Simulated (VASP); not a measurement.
Wanted: the native input for a VASP 6.6.1 run.

```yaml
Task: single point
Functional: r2SCAN
Potentials_or_basis: VASP PAW PBE potentials, release 64 (Ti_sv, O)
Cutoff: 520 eV
k_mesh: 12 × 12 × 1
Occupations: gaussian, width 0.1 eV
Spin: no spin polarisation
Dipole_correction: yes
Further_INCAR_settings: ALGO = Normal; EDIFF = 1e-07; NBANDS = 29
```

The system is Ti3O, a slab with vacuum.

```
CELL_PARAMETERS angstrom
2.93580 0.00000 0.00000
-1.46790 2.54247 0.00000
0.00000 0.00000 23.63619
ATOMIC_POSITIONS crystal
Ti 0.33333 0.66667 0.35962
Ti 0.66667 0.33333 0.45181
Ti 0.33333 0.66667 0.55809
O 0.00000 0.00000 0.59374
```

One way to write it, as run:

POSCAR

```
Ti3O
1.0
    2.9357969418      0.0000000000      0.0000000000
   -1.4678984709      2.5424747320      0.0000000000
    0.0000000000      0.0000000000     23.6361929089
Ti O
3 1
Direct
    0.3333333333      0.6666666667      0.3596179821
    0.6666666667      0.3333333333      0.4518055805
    0.3333333333      0.6666666667      0.5580926988
    0.0000000000      0.0000000000      0.5937370826
```

INCAR.step1

```
SYSTEM = Ti3O
  ALGO = Normal
  DIPOL = 0.5 0.5 0.491
  EDIFF = 1E-4
  ENCUT = 520
  GGA = PE
  IDIPOL = 3
  ISMEAR = 0
  LASPH = .TRUE.
  LCHARG = .FALSE.
  LDIPOL = .TRUE.
  LREAL = .FALSE.
  LWAVE = .TRUE.
  NBANDS = 29
  NELM = 60
  PREC = Accurate
  SIGMA = 0.1
```

INCAR.step2

```
SYSTEM = Ti3O
  ALGO = Normal
  DIPOL = 0.5 0.5 0.491
  EDIFF = 1E-7
  ENCUT = 520
  IDIPOL = 3
  ISIF = 2
  ISMEAR = 0
  ISTART = 1
  LASPH = .TRUE.
  LCHARG = .TRUE.
  LDIPOL = .TRUE.
  LELF = .TRUE.
  LMIXTAU = .TRUE.
  LREAL = .FALSE.
  LVACPOTAV = .TRUE.
  LVHAR = .TRUE.
  LWAVE = .FALSE.
  METAGGA = R2SCAN
  NBANDS = 29
  NELM = 60
  PREC = Accurate
  SIGMA = 0.1
```

KPOINTS

```
k-points
0
G
  12 12 1
  0 0 0
```

Potentials or basis: VASP PAW PBE potentials, release 64 (Ti_sv, O).

Launch:

```bash
$ cat potpaw_PBE.64/Ti_sv/POTCAR potpaw_PBE.64/O/POTCAR > POTCAR
$ cp INCAR.step1 INCAR
$ mpirun -np 1 vasp_std > vasp.out
$ cp INCAR.step2 INCAR
$ mpirun -np 1 vasp_std > vasp.out
```

It gave:

- Largest force: 0.141 eV/Å
- Band gap on the k mesh: zero (bands 21 and 22 overlap by 1.16 eV)

Caveat: the PAW data sets were made with another functional, which shifts forces and pressure a little.

Wall time 44 min on 1 thread of AMD EPYC 7R13, with other jobs on the host, peak memory 0.37 GiB.
